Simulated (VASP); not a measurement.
# Si (I4/mmm) in VASP: single point with r2SCAN

Aim: the single point of Si with r2SCAN.

Everything below comes from runs of VASP 6.6.1. Logs are shortened: lines on timing, memory, paths and dates and some standing lists are left out, and cuts for length are marked.

### Step 1. The cell of the first run

It takes space group I4/mmm (No. 139, tetragonal). The conventional cell has a = 3.417 Å, b = 3.417 Å, c = 2.476 Å, α = 90.00°, β = 90.00°, γ = 90.00°. Si (site symmetry 4/mmm) has 14 Si at 2.48 to 3.42 Å within 3.5 Å.

### Step 2. Single point, r2SCAN (strain +0.030 along x and y, -0.030 along z)

File POSCAR:

```
Si
1.0
   -1.7086110850      1.7086110850      1.2380468240
    1.7086110850     -1.7086110850      1.2380468240
    1.7086110850      1.7086110850     -1.2380468240
Si
1
Direct
    0.0000000000      0.0000000000      0.0000000000
```

File INCAR.step1:

```
PREC = Accurate
ENCUT = 520
ISMEAR = 0
SIGMA = 0.15
LREAL = False
LASPH = True
NELM = 60
NBANDS = 8
GGA = PE
ALGO = Normal
EDIFF = 1E-4
LWAVE = True
LCHARG = False
```

File INCAR.step2:

```
PREC = Accurate
ENCUT = 520
EDIFF = 1E-6
ISMEAR = 0
SIGMA = 0.15
LREAL = False
LASPH = True
NELM = 60
ALGO = Normal
ISIF = 2
LWAVE = False
LCHARG = False
METAGGA = R2SCAN
LMIXTAU = True
NBANDS = 8
ISTART = 1
```

File KPOINTS:

```
Automatic mesh
0
Gamma
  30 30 30
```

Potentials or basis: VASP PAW PBE potentials, release 64 (Si).

On the command line:

```console
$ cat potpaw_PBE.64/Si/POTCAR > POTCAR
$ cp INCAR.step1 INCAR
$ mpirun -np 1 vasp_std > vasp.out
$ cp INCAR.step2 INCAR
$ mpirun -np 1 vasp_std > vasp.out
```

OUTCAR:

```text
PREC = Accurate
   ENCUT = 520
   EDIFF = 1E-6
   ISMEAR = 0
   LREAL = False
   LASPH = True
   NELM = 60
   ISIF = 2
   METAGGA = R2SCAN
   ISTART = 1

 ion  position               nearest neighbor table
   1  0.000  0.000  0.000-

  LATTYP: Found a body centered tetragonal cell.
 ALAT       =     3.4172221700
 C/A-ratio  =     0.7245925272

  Lattice vectors:

 A1 = (  -1.7086110850,   1.7086110850,   1.2380468240)
 A2 = (   1.7086110850,  -1.7086110850,   1.2380468240)
 A3 = (   1.7086110850,   1.7086110850,  -1.2380468240)

Analysis of symmetry for initial positions (statically):
=====================================================================
 Subroutine PRICEL returns:
 Original cell was already a primitive cell.

 Routine SETGRP: Setting up the symmetry group for a
 body centered tetragonal supercell.

 Subroutine GETGRP returns: Found 16 space group operations
 (whereof 16 operations were pure point group operations)
 out of a pool of 16 trial point group operations.

The static configuration has the point symmetry D_4h.

Analysis of symmetry for dynamics (positions and initial velocities):
=====================================================================
 Subroutine PRICEL returns:
 Original cell was already a primitive cell.

 Routine SETGRP: Setting up the symmetry group for a
 body centered tetragonal supercell.

 Subroutine GETGRP returns: Found 16 space group operations
 (whereof 16 operations were pure point group operations)
 out of a pool of 16 trial point group operations.

The dynamic configuration has the point symmetry D_4h.

 Subroutine INISYM returns: Found 16 space group operations
 (whereof 16 operations are pure point group operations),
 and found     1 'primitive' translations

----------------------------------------------------------------------------------------

                                     Primitive cell

  volume of cell :      14.4572

  direct lattice vectors                    reciprocal lattice vectors
    -1.708611085  1.708611085  1.238046824     0.000000000  0.292635348  0.403861946
     1.708611085 -1.708611085  1.238046824     0.292635348  0.000000000  0.403861946
     1.708611085  1.708611085 -1.238046824     0.292635348  0.292635348  0.000000000

  length of vectors
     2.715043944  2.715043944  2.715043944     0.498738327  0.498738327  0.413848878

  position of ions in fractional coordinates (direct lattice)
     0.000000000  0.000000000  0.000000000

  ion indices of the primitive-cell ions
   primitive index   ion index
                 1           1

----------------------------------------------------------------------------------------

 KPOINTS: Automatic mesh

Automatic generation of k-mesh.
 Grid dimensions read from file:
 generate k-points for:   30   30   30

 Generating k-lattice:

  Cartesian coordinates                     Fractional coordinates (reciprocal lattice)
     0.000000000  0.009754512  0.013462065     0.033333333  0.000000000  0.000000000
     0.009754512  0.000000000  0.013462065     0.000000000  0.033333333  0.000000000
     0.009754512  0.009754512  0.000000000     0.000000000  0.000000000  0.033333333

  Length of vectors
     0.016624611  0.016624611  0.013794963

  Shift w.r.t. Gamma in fractional coordinates (k-lattice)
     0.000000000  0.000000000  0.000000000

 Subroutine IBZKPT returns following result:
 ===========================================

 Found   1992 irreducible k-points:

 Following reciprocal coordinates:
            Coordinates               Weight
  0.000000  0.000000  0.000000      1.000000
  0.033333  0.000000 -0.000000      8.000000
  0.066667  0.000000  0.000000      8.000000
  0.100000  0.000000 -0.000000      8.000000
  0.133333  0.000000  0.000000      8.000000
  0.166667  0.000000 -0.000000      8.000000
[... 16 lines left out ...]
  0.233333  0.033333 -0.000000     16.000000
  0.266667  0.033333 -0.000000     16.000000
 [... further k-points ...]
   k-points           NKPTS =   1992   k-points in BZ     NKDIM =   1992   number of bands    NBANDS=      8
   number of dos      NEDOS =    301   number of ions     NIONS =      1
   total plane-waves  NPLWV =   8000
   dimension x,y,z NGX =    20 NGY =   20 NGZ =   20
   dimension x,y,z NGXF=    40 NGYF=   40 NGZF=   40
   ions per type =               1
   NGX,Y,Z   is equivalent  to a cutoff of  12.25, 12.25, 12.25 a.u.
   NGXF,Y,Z  is equivalent  to a cutoff of  24.49, 24.49, 24.49 a.u.
 SYSTEM =  unknown system
   PREC   = accura    normal or accurate (medium, high low for compatibility)
   ISTART =      1    job   : 0-new  1-cont  2-samecut
   ICHARG =      0    charge: 1-file 2-atom 10-const
   ISPIN  =      1    spin polarized calculation?
   LNONCOLLINEAR =      F non collinear calculations
   LSORBIT =      F    spin-orbit coupling
   LASPH  =      T    aspherical Exc in radial PAW
   ENCUT  =  520.0 eV  38.22 Ry    6.18 a.u.   5.05  5.05  5.05*2*pi/ulx,y,z
   NELM   =     60;   NELMIN=  2; NELMDL=  0     # of ELM steps
   EDIFF  = 0.1E-05   stopping-criterion for ELM
   LREAL  =      F    real-space projection
   EDIFFG = 0.1E-04   stopping-criterion for IOM
   NSW    =      0    number of steps for IOM
   IBRION =     -1    ionic relax: 0-MD 1-quasi-New 2-CG
   NFREE  =      0    steps in history (QN), initial steepest desc. (CG)
   ISIF   =      2    stress and relaxation
   ISYM   =      2    0-nonsym 1-usesym 2-fastsym
   POTIM  = 0.5000    time-step for ionic-motion
   TEBEG  =    0.0;   TEEND  =   0.0 temperature during run
   PSTRESS=    0.0 pullay stress
   NELECT =       4.0000    total number of electrons
   NUPDOWN=      -1.0000    fix difference up-down
   EMIN   =  10.00;   EMAX   =-10.00  energy-range for DOS
   EFERMI =   0.00;   METHOD = LEGACY
   ISMEAR =     0;   SIGMA  =   0.15  broadening in eV -4-tet -1-fermi 0-gaus
   EFERMI_NEDOS =   21; number of points for ismear=-14 and -15
   IALGO  =     38    algorithm
   IMIX   =      4    mixing-type and parameters
     AMIX     =   0.40;   BMIX     =  1.00
     AMIX_MAG =   1.60;   BMIX_MAG =  1.00
  volume/ion in A,a.u.               =      14.46        97.56
  Fermi-wavevector in a.u.,A,eV,Ry     =   1.066761  2.015885 15.483135  1.137978
  Thomas-Fermi vector in A             =   2.202355
   LORBIT       =      0    0 simple, 1 ext, 2 COOP (PROOUT), +10 PAW based schemes
   METAGGA = R2SCAN    functional components
   LHFCALC =     F    Hartree Fock is set to
   AEXX    =    0.0000 exact exchange contribution
   IVDW    =     0    specifies the selected vdW correction
   LEPSILON=     F    determine dielectric tensor
   LRPA    =     F    only Hartree local field effects (RPA)
 non-spin polarized calculation
 Gauss-broadening in eV      SIGMA  =   0.15
  energy-cutoff  :      520.00
  volume of cell :       14.46
 maximum number of plane-waves:       404
   NGX = 11   NGY = 11   NGZ = 11

 number of electron       4.0000000 magnetization

 Free energy of the ion-electron system (eV)
  ---------------------------------------------------
  ext. energy  EPLUGINS =         0.00000000
  ---------------------------------------------------
  free energy    TOTEN  =        -8.08545954 eV

  energy without entropy =       -8.08130019  energy(sigma->0) =       -8.08337987

 E-fermi :  10.1556     XC(G=0): -11.8635

 val. band max:       10.1504073332   @ k =  -0.2000  -0.4667   0.1667
 cond. band min:      10.1576447196   @ k =  -0.2000  -0.4000   0.1000
 fundamental gap:      0.0072373864
 Fermi energy:        10.1555659664

 k-point     1 :       0.0000    0.0000    0.0000
  band No.  band energies     occupation
      1      -5.1965      2.00000
      2      18.6527      0.00000
      3      18.9709      0.00000
      4      18.9709      0.00000
      5      22.0642      0.00000
      6      26.6274      0.00000
      7      28.3492      0.00000
      8      28.3492      0.00000

 k-point     2 :       0.0333    0.0000   -0.0000
  band No.  band energies     occupation
      1      -5.1540      2.00000
      2      18.0429      0.00000
      3      18.8607      0.00000
      4      19.6471      0.00000
      5      22.0969      0.00000
      6      26.4954      0.00000
      7      27.9527      0.00000
      8      28.0502      0.00000

 k-point     3 :       0.0667    0.0000    0.0000
  band No.  band energies     occupation
      1      -5.0266      2.00000
      2      17.3693      0.00000
      3      18.5779      0.00000
      4      20.5143      0.00000
      5      22.0550      0.00000
      6      26.1102      0.00000
      7      27.0499      0.00000
      8      27.5119      0.00000

 k-point     4 :       0.1000    0.0000   -0.0000
  band No.  band energies     occupation
      1      -4.8143      2.00000
      2      16.7643      0.00000
      3      18.2083      0.00000
      4      21.4122      0.00000
      5      21.6127      0.00000
      6      25.6273      0.00000
      7      26.0141      0.00000
      8      27.2088      0.00000

 k-point     5 :       0.1333    0.0000    0.0000
  band No.  band energies     occupation
      1      -4.5176      2.00000
      2      16.2334      0.00000
      3      17.8122      0.00000
      4      20.6149      0.00000
      5      22.2234      0.00000
      6      25.1087      0.00000
      7      25.1656      0.00000
      8      27.3377      0.00000

 k-point     6 :       0.1667    0.0000   -0.0000
  band No.  band energies     occupation
      1      -4.1367      2.00000
      2      15.7781      0.00000
      3      17.4100      0.00000
      4      19.2615      0.00000
      5      22.4912      0.00000
      6      24.6218      0.00000
      7      24.8466      0.00000
      8      27.9007      0.00000

 k-point     7 :       0.2000    0.0000   -0.0000
  band No.  band energies     occupation
      1      -3.6722      2.00000
      2      15.3990      0.00000
      3      16.9136      0.00000
      4      17.8684      0.00000
      5      21.9081      0.00000
      6      23.9866      0.00000
      7      25.5581      0.00000
      8      28.7368      0.00000
[... 133 lines left out ...]
 k-point    20 :       0.1333    0.0333   -0.0000
  band No.  band energies     occupation
      1      -4.2521      2.00000
      2      16.1637      0.00000
      3      18.2070      0.00000
      4      19.6250      0.00000
      5      21.9932      0.00000
      6      23.7358      0.00000
      7      24.9032      0.00000
      8      27.6585      0.00000

 k-point    21 :       0.1667    0.0333   -0.0000
  band No.  band energies     occupation
      1      -3.8162      2.00000
      2      15.7641      0.00000
      3      17.6674      0.00000
      4      18.3616      0.00000
      5      21.6216      0.00000
      6      23.5420      0.00000
      7      24.9271      0.00000
      8      28.3995      0.00000

 k-point    22 :       0.2000    0.0333   -0.0000
  band No.  band energies     occupation
      1      -3.2970      2.00000
      2      15.4258      0.00000
      3      16.4197      0.00000
      4      17.7276      0.00000
      5      20.7787      0.00000
      6      23.1373      0.00000
      7      25.7527      0.00000
      8      28.4283      0.00000

 k-point    23 :       0.2333    0.0333   -0.0000
  band No.  band energies     occupation
      1      -2.6953      2.00000
      2      14.7641      0.00000
      3      15.2653      0.00000
      4      17.3981      0.00000
      5      19.9053      0.00000
      6      22.5528      0.00000
      7      26.9282      0.00000
      8      28.1068      0.00000

 k-point    24 :       0.2667    0.0333   -0.0000
  band No.  band energies     occupation
      1      -2.0121      2.00000
      2      13.2208      0.00000
      3      15.0429      0.00000
      4      17.1270      0.00000
      5      19.0969      0.00000
      6      21.9426      0.00000
      7      27.8741      0.00000
      8      28.2573      0.00000

 [... further k-points ...]

------------------------ aborting loop because EDIFF is reached ----------------------------------------

  FORCE on cell =-STRESS in cart. coord.  units (eV):
  Direction    XX          YY          ZZ          XY          YZ          ZX
  --------------------------------------------------------------------------------------
  -------------------------------------------------------------------------------------
  Total       -0.2436328     -0.2436328      0.2689129      0.0000000     -0.0000000      0.0000000
  in kB      -26.9999415    -26.9999415     29.8015406      0.0000000     -0.0000000      0.0000000
  external PRESSURE =      -8.0661141 kB  Pullay stress =       0.0000000 kB

 VOLUME and BASIS-vectors are now :
 -----------------------------------------------------------------------------
  energy-cutoff  :      520.00
  volume of cell :       14.46
      direct lattice vectors                 reciprocal lattice vectors
    -1.708611085  1.708611085  1.238046824     0.000000000  0.292635348  0.403861946
     1.708611085 -1.708611085  1.238046824     0.292635348  0.000000000  0.403861946
     1.708611085  1.708611085 -1.238046824     0.292635348  0.292635348  0.000000000

 POSITION                                       TOTAL-FORCE (eV/Angst)
 -----------------------------------------------------------------------------------
      0.00000      0.00000      0.00000         0.000000     -0.000000     -0.000000
 -----------------------------------------------------------------------------------
    total drift:                                0.000000     -0.000000     -0.000000

  FREE ENERGIE OF THE ION-ELECTRON SYSTEM (eV)
  ---------------------------------------------------
  free  energy   TOTEN  =        -8.0854595378 eV

  energy  without entropy=       -8.0813001937  energy(sigma->0) =       -8.08337987
```

Wall time 5.8 min (1 thread of AMD EPYC 9R45 (Zen 5), shared host); peak memory 0.26 GiB.

Results:

```yaml
Free_energy: -8.0855 eV
Pressure: -0.8 GPa
Band_gap_on_the_k_mesh: zero (bands 2 and 3 overlap by 12.55 eV)
```

Stress tensor (GPa, compression positive):
```
-2.70  0.00  0.00
 0.00 -2.70  0.00
 0.00  0.00  2.98
```

Levels at points of the mesh, in eV from the Fermi level:
```
           k point  band 1  band 2  band 3  band 4  band 5  band 6  band 7
(0.00, 0.00, 0.00)  -15.35    8.50    8.82    8.82   11.91   16.47   18.19
(0.50, 0.00, 0.00)   -6.49   -5.47    4.84    6.11    6.17    9.60   18.48
(0.50, 0.50, 0.00)   -9.73   -7.90   12.13   12.30   12.38   15.02   16.24
(0.50, 0.50, 0.50)   -3.47   -3.47   -3.30    1.09    7.79    9.86   27.26
```

Caveat: the cell differs from its parent crystal (strain +0.030 along x and y, -0.030 along z); the stress differs along the axes, from -3 to 3 GPa; the PAW data sets were made with another functional, which shifts forces and pressure a little.
